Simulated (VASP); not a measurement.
# HC6 in VASP: a series of runs

The runs below take HC6 through single point, with LDA.

Program: VASP 6.6.1. These are calculated values, not measurements. Logs are shortened: lines on timing, memory, paths and dates and some standing lists are left out, and cuts for length are marked.

## Step 1: The cell of the first run

The cell holds a wire or tube with vacuum around it, 14 atoms: a = 4.889 Å, b = 8.869 Å, c = 22.747 Å, α = 90.00°, β = 90.00°, γ = 97.92°.

## Step 2: Single point, LDA

INCAR

```
PREC = Accurate
ENCUT = 520
EDIFF = 1E-7
ISMEAR = 0
SIGMA = 0.1
LREAL = F
LASPH = T
NELM = 80
ALGO = Normal
ISIF = 2
LWAVE = F
LCHARG = T
LDIPOL = T
IDIPOL = 3
DIPOL = 0.5 0.5 0.318
GGA = CA
LELF = T
LVHAR = T
LVACPOTAV = T
NBANDS = 38
```

KPOINTS

```
Automatic mesh
0
Gamma
  6 3 1
```

POSCAR

```
HC6
1.0
    4.8889075235      0.0000000000      0.0000000000
   -1.2222268809      8.7842777898      0.0000000000
    0.0000000000      0.0000000000     22.7472999250
C H
12 2
Direct
    0.0193593843      0.0774375370      0.1758450459
    0.5193593842      0.0774375370      0.1758450459
    0.2741992303      0.0967969212      0.2059521363
    0.7741992303      0.0967969212      0.2059521363
    0.2838789224      0.1355156897      0.2661663168
    0.7838789224      0.1355156897      0.2661663168
    0.0386178296      0.1544718076      0.2954947895
    0.5386178296      0.1544718076      0.2954947895
    0.0488209147      0.1952857701      0.3583563417
    0.5488209147      0.1952857701      0.3583563417
    0.3031079910      0.2124325380      0.3845423393
    0.8031079910      0.2124325380      0.3845423393
    0.0488209147      0.1287047909      0.5428028806
    0.0488209147      0.2618667493      0.5428028806
```

Potentials or basis: VASP PAW LDA potentials, release 64 (C, H).

Command:

```sh
$ cat potpaw_LDA.64/C/POTCAR potpaw_LDA.64/H/POTCAR > POTCAR
$ mpirun -np 1 vasp_std > vasp.out
```

OUTCAR:

```text
PREC = Accurate
   ENCUT = 520
   EDIFF = 1E-7
   ISMEAR = 0
   LREAL = F
   LASPH = T
   NELM = 80
   ISIF = 2
   GGA = CA

 ion  position               nearest neighbor table
   1  0.019  0.077  0.176-   3 1.41   4 1.41
   2  0.519  0.077  0.176-   3 1.41   4 1.41
   3  0.274  0.097  0.206-   5 1.41   1 1.41   2 1.41
   4  0.774  0.097  0.206-   6 1.41   2 1.41   1 1.41
   5  0.284  0.136  0.266-   8 1.40   7 1.40   3 1.41
   6  0.784  0.136  0.266-   7 1.40   8 1.40   4 1.41
   7  0.039  0.154  0.295-   6 1.40   5 1.40   9 1.47
   8  0.539  0.154  0.295-   5 1.40   6 1.40  10 1.47
   9  0.049  0.195  0.358-  12 1.37  11 1.37   7 1.47
  10  0.549  0.195  0.358-  11 1.37  12 1.37   8 1.47
  11  0.303  0.212  0.385-  10 1.37   9 1.37
  12  0.803  0.212  0.385-   9 1.37  10 1.37
  13  0.049  0.129  0.543-
  14  0.049  0.262  0.543-

  LATTYP: Found a simple monoclinic cell.
 ALAT       =     4.8889075235
 B/A-ratio  =     4.6528390680
 C/A-ratio  =     1.8140861245
 COS(beta)  =    -0.1378104361

  Lattice vectors:

 A1 = (   4.8889075235,   0.0000000000,   0.0000000000)
 A2 = (   0.0000000000,   0.0000000000, -22.7472999250)
 A3 = (  -1.2222268809,   8.7842777898,   0.0000000000)

Analysis of symmetry for initial positions (statically):
=====================================================================
 Subroutine PRICEL returns:
 Original cell was already a primitive cell.

 Routine SETGRP: Setting up the symmetry group for a
 simple monoclinic supercell.

 Subroutine GETGRP returns: Found  1 space group operations
 (whereof  1 operations were pure point group operations)
 out of a pool of  4 trial point group operations.

The static configuration has the point symmetry C_1 .

Analysis of symmetry for dynamics (positions and initial velocities):
=====================================================================
 Subroutine PRICEL returns:
 Original cell was already a primitive cell.

 Routine SETGRP: Setting up the symmetry group for a
 simple monoclinic supercell.

 Subroutine GETGRP returns: Found  1 space group operations
 (whereof  1 operations were pure point group operations)
 out of a pool of  4 trial point group operations.

The dynamic configuration has the point symmetry C_1 .
[... 122 lines left out ...]
   EFERMI =   0.00;   METHOD = LEGACY
   ISMEAR =     0;   SIGMA  =   0.10  broadening in eV -4-tet -1-fermi 0-gaus
   EFERMI_NEDOS =   21; number of points for ismear=-14 and -15
   IALGO  =     38    algorithm
   IMIX   =      4    mixing-type and parameters
     AMIX     =   0.40;   BMIX     =  1.00
     AMIX_MAG =   1.60;   BMIX_MAG =  1.00
  volume/ion in A,a.u.               =      69.78       470.89
  Fermi-wavevector in a.u.,A,eV,Ry     =   0.607830  1.148632  5.026775  0.369458
  Thomas-Fermi vector in A             =   1.662436
   LORBIT       =      0    0 simple, 1 ext, 2 COOP (PROOUT), +10 PAW based schemes
   GGA     = CA    functional components
   LHFCALC =     F    Hartree Fock is set to
   AEXX    =    0.0000 exact exchange contribution
   IVDW    =     0    specifies the selected vdW correction
   LEPSILON=     F    determine dielectric tensor
   LRPA    =     F    only Hartree local field effects (RPA)
 non-spin polarized calculation
 Gauss-broadening in eV      SIGMA  =   0.10
  energy-cutoff  :      520.00
  volume of cell :      976.89
 maximum number of plane-waves:     26370
   NGX = 19   NGY = 33   NGZ = 85

 dipolmoment           0.000000      0.000000      0.102500 electrons x Angstroem

 number of electron      49.9999997 magnetization

 dipolmoment           0.000000      0.000000     -0.111437 electrons x Angstroem

 Free energy of the ion-electron system (eV)
  ---------------------------------------------------
  ext. energy  EPLUGINS =         0.00000000
  ---------------------------------------------------
  free energy    TOTEN  =      -112.43260646 eV

  energy without entropy =     -112.37296462  energy(sigma->0) =     -112.40278554

 E-fermi :  -4.8653     XC(G=0):  -2.0810

 val. band max:       -4.9198804043   @ k =   0.5000   0.3333   0.0000
 cond. band min:      -4.8252060468   @ k =   0.5000   0.0000   0.0000
 fundamental gap:      0.0946743575
 Fermi energy:        -4.8652773474

 k-point     1 :       0.0000    0.0000    0.0000
  band No.  band energies     occupation
      1     -23.5804      2.00000
      2     -21.8615      2.00000
      3     -19.4176      2.00000
      4     -19.3584      2.00000
      5     -19.3140      2.00000
      6     -17.7344      2.00000
[... 389 lines left out ...]
     36       1.3127      0.00000
     37       1.7384      0.00000
 [bands above 37 left out]

------------------------ aborting loop because EDIFF is reached ----------------------------------------

  FORCE on cell =-STRESS in cart. coord.  units (eV):
  Direction    XX          YY          ZZ          XY          YZ          ZX
  --------------------------------------------------------------------------------------
  -------------------------------------------------------------------------------------
  Total        0.3845476     -5.0795426      2.1914155      0.7121602      0.6362214     -0.0005717
  in kB        0.6306857     -8.3308143      3.5940787      1.1679938      1.0434488     -0.0009377
  external PRESSURE =      -1.3686833 kB  Pullay stress =       0.0000000 kB

 VOLUME and BASIS-vectors are now :
 -----------------------------------------------------------------------------
  energy-cutoff  :      520.00
  volume of cell :      976.89
      direct lattice vectors                 reciprocal lattice vectors
     4.888907524  0.000000000  0.000000000     0.204544675  0.028459938  0.000000000
    -1.222226881  8.784277790  0.000000000     0.000000000  0.113839751  0.000000000
     0.000000000  0.000000000 22.747299925     0.000000000  0.000000000  0.043961261

 POSITION                                       TOTAL-FORCE (eV/Angst)
 -----------------------------------------------------------------------------------
      0.00000      0.68023      4.00000        -0.000308      0.413066      1.687747
      2.44445      0.68023      4.00000        -0.000010      0.412494      1.684148
      1.22223      0.85029      4.68486         0.001823     -0.815503     -3.285735
      3.66668      0.85029      4.68486        -0.001473     -0.815543     -3.285591
      1.22223      1.19041      6.05457         0.007036      0.377774      1.500402
      3.66668      1.19041      6.05457        -0.007377      0.377790      1.500663
     -0.00000      1.35692      6.72171         0.000326      0.008187      0.028768
      2.44445      1.35692      6.72171        -0.000124      0.003698      0.015155
     -0.00000      1.71544      8.15164         0.000123      0.009998      0.045447
      2.44445      1.71544      8.15164         0.000060     -0.010165     -0.039121
      1.22223      1.86607      8.74730         0.029397      0.018081      0.099941
      3.66668      1.86607      8.74730        -0.029237      0.021374      0.102973
      0.08137      1.13058     12.34730        -0.608720      4.410371     -0.018168
     -0.08138      2.30031     12.34730         0.608485     -4.411620     -0.036628
 -----------------------------------------------------------------------------------
    total drift:                                0.000528      0.000325     -0.000372

  FREE ENERGIE OF THE ION-ELECTRON SYSTEM (eV)
  ---------------------------------------------------
  free  energy   TOTEN  =      -112.4326064558 eV

  energy  without entropy=     -112.3729646232  energy(sigma->0) =     -112.40278554

 vacuum level on the upper side and lower side of the slab         1.075         1.545
```

OSZICAR:

```text
N       E                     dE             d eps       ncg     rms          rms(c)
DAV:   1     0.417485957236E+03    0.41749E+03   -0.16182E+04   856   0.902E+02
DAV:   2    -0.201050972862E+02   -0.43759E+03   -0.40758E+03  1184   0.201E+02
DAV:   3    -0.116698141614E+03   -0.96593E+02   -0.95547E+02   960   0.104E+02
DAV:   4    -0.120743188521E+03   -0.40450E+01   -0.40140E+01   920   0.286E+01
[... 23 lines left out ...]
DAV:  28    -0.112432603078E+03   -0.42911E-05   -0.27429E-07   802   0.122E-03    0.179E-03
DAV:  29    -0.112432605316E+03   -0.22377E-05   -0.43454E-07   692   0.126E-03    0.194E-03
DAV:  30    -0.112432606082E+03   -0.76607E-06   -0.22989E-07   734   0.887E-04    0.808E-04
DAV:  31    -0.112432606372E+03   -0.28988E-06   -0.19927E-08   630   0.414E-04    0.974E-04
DAV:  32    -0.112432606456E+03   -0.83907E-07   -0.42277E-08   668   0.407E-04
   1 F= -.11243261E+03 E0= -.11240279E+03  d E =-.596418E-01
```

Run time: 10 min. Hardware: 1 thread of Oxide Virtual Turin-like, shared host; peak memory 0.75 GiB.

Results:

* Free energy: -112.4326 eV
* Largest force: 4.454 eV/Å
* Band gap on the k mesh: 0.09 eV

Forces in eV/Å, atoms in the order of the input:
```
C    0.000  0.413  1.688
C    0.000  0.412  1.684
C    0.002 -0.816 -3.286
C   -0.001 -0.816 -3.286
C    0.007  0.378  1.500
C   -0.007  0.378  1.501
C    0.000  0.008  0.029
C    0.000  0.004  0.015
C    0.000  0.010  0.045
C    0.000 -0.010 -0.039
C    0.029  0.018  0.100
C   -0.029  0.021  0.103
H   -0.609  4.410 -0.018
H    0.608 -4.412 -0.037
```

Levels at points of the mesh, in eV from the valence-band top:
```tsv
k point	band 21	band 22	band 23	band 24	band 25	band 26	band 27	band 28	band 29	band 30
(0.00, 0.00, 0.00)	-2.17	-2.11	-0.35	-0.32	-0.18	0.50	0.63	0.90	2.39	2.87
(0.50, 0.00, 0.00)	-2.66	-1.70	-1.70	-0.01	0.00	0.09	0.10	3.00	3.01	4.43
```

## Step 3: Single point, LDA

INCAR

```
SYSTEM = HC6
PREC = Accurate
ENCUT = 520
EDIFF = 1E-7
ISMEAR = 0
SIGMA = 0.1
LREAL = .FALSE.
LASPH = .TRUE.
NELM = 60
ALGO = Normal
ISIF = 2
LWAVE = .FALSE.
LCHARG = .TRUE.
LDIPOL = .TRUE.
IDIPOL = 3
DIPOL = 0.5 0.5 0.307
LELF = .TRUE.
LVHAR = .TRUE.
LVACPOTAV = .TRUE.
NBANDS = 38
```

KPOINTS

```
regular mesh
0
G
  6 3 1
  0 0 0
```

Changes to POSCAR since step 2:

```diff
@@ -20,3 +20,3 @@
     0.8031079910      0.2124325380      0.3845423393
-    0.0488209147      0.1287047909      0.5428028806
-    0.0488209147      0.2618667493      0.5428028806
+    0.0488209147      0.0910451007      0.4605953216
+    0.0488209147      0.2995264395      0.4605953216
```

Potentials or basis: VASP PAW LDA potentials, release 64 (C, H).

Command:

```sh
$ cat potpaw_LDA.64/C/POTCAR potpaw_LDA.64/H/POTCAR > POTCAR
$ mpirun -np 1 vasp_std > vasp.out
```

Wall time 18 min (1 thread of Oxide Virtual Turin-like, shared host); peak memory 0.76 GiB.

The run converged. Its results:

```
Free energy            : -111.1168 eV
Largest force          : 3.234 eV/Å
Band gap on the k mesh : 0.04 eV
```

Forces in eV/Å, atoms in the order of the input:
```
C   -0.031  0.384  1.768
C    0.036  0.542  1.668
C    0.058 -0.805 -3.063
C   -0.065 -0.856 -3.118
C    0.195  0.207  1.046
C   -0.190  0.297  1.139
C    0.025  0.452  0.858
C   -0.018  0.111  0.299
C   -0.047 -0.292 -1.117
C    0.050 -0.233 -0.940
C   -0.214 -0.450  1.576
C    0.366  0.716  1.862
H    0.540  2.124 -0.596
H   -0.705 -2.197 -1.384
```

Levels at points of the mesh, in eV from the valence-band top:
```csv
k point,band 21,band 22,band 23,band 24,band 25,band 26,band 27,band 28,band 29,band 30
"(0.00, 0.00, 0.00)",-2.24,-2.23,-0.96,-0.20,-0.10,0.16,0.36,0.86,1.51,2.30
"(0.50, 0.00, 0.00)",-2.90,-1.90,-1.79,-0.56,0.00,0.04,0.45,1.28,2.89,2.99
```
